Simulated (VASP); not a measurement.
# BN (I-4m2) in VASP: notebook

Runs on BN. Level: r2SCAN. Tasks: single point.

Everything below comes from runs of VASP 6.6.1. Logs are shortened: lines on timing, memory, paths and dates and some standing lists are left out, and cuts for length are marked.

## (1) The cell of the first run

It takes space group I-4m2 (No. 119, tetragonal). Conventional cell: a = 2.552 Å, b = 2.552 Å, c = 3.748 Å, α = 90.00°, β = 90.00°, γ = 90.00°. B (site symmetry -4m2) has 4 N at 1.58 Å within 2.1 Å. N (site symmetry -4m2) has 4 B at 1.58 Å within 2.1 Å.

## (2) Single point, r2SCAN (uniaxial z strain +3.8%)

Contents of POSCAR:

```
BN
1.0
    0.0000000000      1.8048254535      1.8739502684
    1.8048254535      0.0000000000      1.8739502684
    1.8048254535      1.8048254535      0.0000000000
B N
1 1
Direct
    0.0000000000      0.0000000000      0.0000000000
    0.2500000000      0.2500000000      0.2500000000
```

Contents of INCAR.step1:

```
SYSTEM = BN
PREC = Accurate
ENCUT = 910
ISMEAR = 0
SIGMA = 0.01
LREAL = .FALSE.
LASPH = .TRUE.
NELM = 120
NBANDS = 11
GGA = PE
ALGO = Normal
EDIFF = 1E-5
LWAVE = .TRUE.
LCHARG = .FALSE.
GGA_COMPAT = .FALSE.
```

Contents of INCAR.step2:

```
SYSTEM = BN
PREC = Accurate
ENCUT = 910
EDIFF = 1E-6
ISMEAR = 0
SIGMA = 0.01
LREAL = .FALSE.
LASPH = .TRUE.
NELM = 120
ALGO = Normal
ISIF = 2
LWAVE = .FALSE.
LCHARG = .FALSE.
METAGGA = R2SCAN
LMIXTAU = .TRUE.
NBANDS = 11
ISTART = 1
GGA_COMPAT = .FALSE.
```

Contents of KPOINTS:

```
regular mesh
0
G
  12 12 12
  0 0 0
```

Potentials or basis: VASP PAW PBE potentials, release 64 (B_h, N_h).

The run is started by

```sh
$ cat potpaw_PBE.64/B_h/POTCAR potpaw_PBE.64/N_h/POTCAR > POTCAR
$ cp INCAR.step1 INCAR
$ mpirun -np 1 vasp_std > vasp.out
$ cp INCAR.step2 INCAR
$ mpirun -np 1 vasp_std > vasp.out
```

OUTCAR:

```text
SYSTEM = BN
   PREC = Accurate
   ENCUT = 910
   EDIFF = 1E-6
   ISMEAR = 0
   LREAL = .FALSE.
   LASPH = .TRUE.
   NELM = 120
   ISIF = 2
   METAGGA = R2SCAN
   ISTART = 1

 ion  position               nearest neighbor table
   1  0.000  0.000  0.000-
   2  0.250  0.250  0.250-

  LATTYP: Found a body centered tetragonal cell.
 ALAT       =     2.5524086341
 C/A-ratio  =     1.4683779418

  Lattice vectors:

 A1 = (  -1.8048254535,   0.0000000000,   1.8739502684)
 A2 = (   1.8048254535,   0.0000000000,   1.8739502684)
 A3 = (   0.0000000000,   1.8048254535,  -1.8739502684)

Analysis of symmetry for initial positions (statically):
=====================================================================
 Subroutine PRICEL returns:
 Original cell was already a primitive cell.

 Routine SETGRP: Setting up the symmetry group for a
 body centered tetragonal supercell.

 Subroutine GETGRP returns: Found  8 space group operations
 (whereof  8 operations were pure point group operations)
 out of a pool of 16 trial point group operations.

The static configuration has the point symmetry D_2d.

Analysis of symmetry for dynamics (positions and initial velocities):
=====================================================================
 Subroutine PRICEL returns:
 Original cell was already a primitive cell.

 Routine SETGRP: Setting up the symmetry group for a
 body centered tetragonal supercell.

 Subroutine GETGRP returns: Found  8 space group operations
 (whereof  8 operations were pure point group operations)
 out of a pool of 16 trial point group operations.

The dynamic configuration has the point symmetry D_2d.

 Subroutine INISYM returns: Found  8 space group operations
 (whereof  8 operations are pure point group operations),
 and found     1 'primitive' translations

----------------------------------------------------------------------------------------

                                     Primitive cell

  volume of cell :      12.2084

  direct lattice vectors                    reciprocal lattice vectors
     0.000000000  1.804825453  1.873950268    -0.277035100  0.277035100  0.266816045
     1.804825453  0.000000000  1.873950268     0.277035100 -0.277035100  0.266816045
     1.804825453  1.804825453  0.000000000     0.277035100  0.277035100 -0.266816045

  length of vectors
     2.601746438  2.601746438  2.552408634     0.474012337  0.474012337  0.474012337

[... 88 lines left out ...]
   POTIM  = 0.5000    time-step for ionic-motion
   TEBEG  =    0.0;   TEEND  =   0.0 temperature during run
   PSTRESS=    0.0 pullay stress
   NELECT =       8.0000    total number of electrons
   NUPDOWN=      -1.0000    fix difference up-down
   EMIN   =  10.00;   EMAX   =-10.00  energy-range for DOS
   EFERMI =   0.00;   METHOD = LEGACY
   ISMEAR =     0;   SIGMA  =   0.01  broadening in eV -4-tet -1-fermi 0-gaus
   EFERMI_NEDOS =   21; number of points for ismear=-14 and -15
   IALGO  =     38    algorithm
   IMIX   =      4    mixing-type and parameters
     AMIX     =   0.40;   BMIX     =  1.00
     AMIX_MAG =   1.60;   BMIX_MAG =  1.00
  volume/ion in A,a.u.               =       6.10        41.19
  Fermi-wavevector in a.u.,A,eV,Ry     =   1.421953  2.687102 27.510316  2.021951
  Thomas-Fermi vector in A             =   2.542708
   LORBIT       =      0    0 simple, 1 ext, 2 COOP (PROOUT), +10 PAW based schemes
   METAGGA = R2SCAN    functional components
   LHFCALC =     F    Hartree Fock is set to
   AEXX    =    0.0000 exact exchange contribution
   IVDW    =     0    specifies the selected vdW correction
   LEPSILON=     F    determine dielectric tensor
   LRPA    =     F    only Hartree local field effects (RPA)
 non-spin polarized calculation
 Gauss-broadening in eV      SIGMA  =   0.01
  energy-cutoff  :      910.00
  volume of cell :       12.21
 maximum number of plane-waves:       780
 NGX is ok and might be reduce to    28
   NGX = 13   NGY = 13   NGZ = 13

 number of electron       8.0000000 magnetization

 Free energy of the ion-electron system (eV)
  ---------------------------------------------------
  ext. energy  EPLUGINS =         0.00000000
  ---------------------------------------------------
  free energy    TOTEN  =       -19.15638997 eV

  energy without entropy =      -19.15638997  energy(sigma->0) =      -19.15638997

 E-fermi :   8.6533     XC(G=0): -13.5809

 val. band max:        8.6029203528   @ k =   0.0000   0.0000   0.0000
 cond. band min:      13.2129337942   @ k =   0.5000   0.0000   0.5000
 fundamental gap:      4.6100134414
 Fermi energy:         8.6532590105

 k-point     1 :       0.0000    0.0000    0.0000
  band No.  band energies     occupation
      1     -12.4344      2.00000
      2       8.2093      2.00000
      3       8.6029      2.00000
      4       8.6029      2.00000
      5      17.7771      0.00000
      6      17.7771      0.00000
      7      18.0492      0.00000
      8      18.9553      0.00000
      9      33.9718      0.00000
     10      35.6275      0.00000
     11      36.6263      0.00000
[... 309 lines left out ...]
 k-point    24 :      -0.4167    0.1667    0.0000
  band No.  band energies     occupation
      1      -7.9297      2.00000
      2      -1.6427      2.00000
      3       3.9694      2.00000
      4       6.2277      2.00000
      5      18.7544      0.00000
      6      20.7168      0.00000
      7      21.4550      0.00000
      8      24.7955      0.00000
      9      30.7367      0.00000
     10      34.6738      0.00000
     11      35.9407      0.00000

 [... further k-points ...]

------------------------ aborting loop because EDIFF is reached ----------------------------------------

  FORCE on cell =-STRESS in cart. coord.  units (eV):
  Direction    XX          YY          ZZ          XY          YZ          ZX
  --------------------------------------------------------------------------------------
  -------------------------------------------------------------------------------------
  Total       -0.4546749     -0.4546749     -2.3413380      0.0000000     -0.0000000      0.0000000
  in kB      -59.6695983    -59.6695983   -307.2672186      0.0000000     -0.0000000      0.0000000
  external PRESSURE =    -142.2021384 kB  Pullay stress =       0.0000000 kB

 VOLUME and BASIS-vectors are now :
 -----------------------------------------------------------------------------
  energy-cutoff  :      910.00
  volume of cell :       12.21
      direct lattice vectors                 reciprocal lattice vectors
     0.000000000  1.804825453  1.873950268    -0.277035100  0.277035100  0.266816045
     1.804825453  0.000000000  1.873950268     0.277035100 -0.277035100  0.266816045
     1.804825453  1.804825453  0.000000000     0.277035100  0.277035100 -0.266816045

 POSITION                                       TOTAL-FORCE (eV/Angst)
 -----------------------------------------------------------------------------------
      0.00000      0.00000      0.00000        -0.000000     -0.000000     -0.000000
      0.90241      0.90241      0.93698         0.000000      0.000000      0.000000
 -----------------------------------------------------------------------------------
    total drift:                                0.000000      0.000000     -0.000000

  FREE ENERGIE OF THE ION-ELECTRON SYSTEM (eV)
  ---------------------------------------------------
  free  energy   TOTEN  =       -19.1563899717 eV

  energy  without entropy=      -19.1563899717  energy(sigma->0) =      -19.15638997
```

OSZICAR.step1:

```text
N       E                     dE             d eps       ncg     rms          rms(c)
DAV:   1     0.156492332580E+02    0.15649E+02   -0.61756E+03  3738   0.103E+03
DAV:   2    -0.171145634390E+02   -0.32764E+02   -0.31202E+02  4781   0.172E+02
DAV:   3    -0.183233895358E+02   -0.12088E+01   -0.12053E+01  4338   0.282E+01
DAV:   4    -0.183269528321E+02   -0.35633E-02   -0.35630E-02  3837   0.179E+00
DAV:   5    -0.183269643708E+02   -0.11539E-04   -0.11539E-04  4207   0.106E-01    0.587E+00
DAV:   6    -0.175026803526E+02    0.82428E+00   -0.29905E+00  3667   0.935E+00    0.227E+00
DAV:   7    -0.174497737463E+02    0.52907E-01   -0.11094E-01  4067   0.273E+00    0.122E+00
DAV:   8    -0.174383676588E+02    0.11406E-01   -0.36659E-02  3993   0.136E+00    0.141E-01
DAV:   9    -0.174386015172E+02   -0.23386E-03   -0.24390E-03  3831   0.313E-01    0.707E-02
DAV:  10    -0.174386627189E+02   -0.61202E-04   -0.23155E-04  4049   0.126E-01    0.127E-02
DAV:  11    -0.174386694757E+02   -0.67568E-05   -0.21500E-05  4089   0.413E-02
   1 F= -.17438669E+02 E0= -.17438669E+02  d E =-.742711E-45
```

Run time: 88 s. Hardware: 1 thread of Intel Xeon 6975P-C (Granite Rapids), shared host; peak memory 0.19 GiB.

Results:

```yaml
Free_energy: -19.1564 eV
Pressure: -14.2 GPa
Band_gap_on_the_k_mesh: 4.61 eV, indirect (least direct gap 9.17 eV)
```

Stress tensor (GPa, compression positive):
```
 -5.97   0.00   0.00
  0.00  -5.97   0.00
  0.00   0.00 -30.73
```

Caveat: the cell differs from its parent crystal (uniaxial z strain +3.8%); the cutoff is under 1.25 times the usual one of these potentials, so pressure, stress and relaxed cells hold a basis-set (Pulay) error; the PAW data sets were made with another functional, which shifts forces and pressure a little.

## (3) Single point, r2SCAN (uniaxial x strain +2.6%)

Contents of POSCAR:

```
BN
1.0
    0.0000000000      1.8048254535      1.8048254535
    1.8526533280      0.0000000000      1.8048254535
    1.8526533280      1.8048254535      0.0000000000
B N
1 1
Direct
    0.0000000000      0.0000000000      0.0000000000
    0.2500000000      0.2500000000      0.2500000000
```

Contents of INCAR.step1:

```
ALGO = Normal
EDIFF = 1E-5
ENCUT = 910
GGA = PE
GGA_COMPAT = False
ISMEAR = 0
LASPH = True
LCHARG = False
LREAL = False
LWAVE = True
NBANDS = 11
NELM = 120
PREC = Accurate
SIGMA = 0.01
```

Contents of INCAR.step2:

```
ALGO = Normal
EDIFF = 1E-6
ENCUT = 910
GGA_COMPAT = False
ISIF = 2
ISMEAR = 0
ISTART = 1
LASPH = True
LCHARG = True
LELF = True
LMIXTAU = True
LREAL = False
LVHAR = True
LWAVE = False
METAGGA = R2SCAN
NBANDS = 11
NELM = 120
PREC = Accurate
SIGMA = 0.01
```

Contents of KPOINTS:

```
k-points
0
Gamma
  12 12 12
```

Potentials or basis: VASP PAW PBE potentials, release 64 (B_h, N_h).

The run is started by

```sh
$ cat potpaw_PBE.64/B_h/POTCAR potpaw_PBE.64/N_h/POTCAR > POTCAR
$ cp INCAR.step1 INCAR
$ mpirun -np 1 vasp_std > vasp.out
$ cp INCAR.step2 INCAR
$ mpirun -np 1 vasp_std > vasp.out
```

Wall time 2.9 min (1 thread of Intel Xeon Platinum 8488C (Sapphire Rapids), shared host); peak memory 0.19 GiB.

Results (log left out):

* Free energy: -19.1788 eV
* Pressure: -10.3 GPa
* Band gap on the k mesh: 4.73 eV, indirect (least direct gap 9.29 eV)

Stress tensor (GPa, compression positive):
```
-21.71   0.00   0.00
  0.00  -4.54   0.00
  0.00   0.00  -4.54
```

Levels at points of the mesh, in eV from the valence-band top:
| k point | band 2 | band 3 | band 4 | band 5 | band 6 | band 7 |
| --- | --- | --- | --- | --- | --- | --- |
| (0.00, 0.00, 0.00) | -0.27 | 0.00 | 0.00 | 9.29 | 9.29 | 9.48 |
| (0.50, 0.00, 0.00) | -10.96 | -2.27 | -1.85 | 10.17 | 11.36 | 11.42 |
| (0.50, 0.50, 0.00) | -9.13 | -5.19 | -5.18 | 4.73 | 9.39 | 18.64 |
| (0.00, 0.50, 0.50) | -9.51 | -4.83 | -4.83 | 5.18 | 10.02 | 18.79 |

Caveat: the cell differs from its parent crystal (uniaxial x strain +2.6%); the cutoff is under 1.25 times the usual one of these potentials, so pressure, stress and relaxed cells hold a basis-set (Pulay) error; the PAW data sets were made with another functional, which shifts forces and pressure a little. A k mesh can miss the band edges.
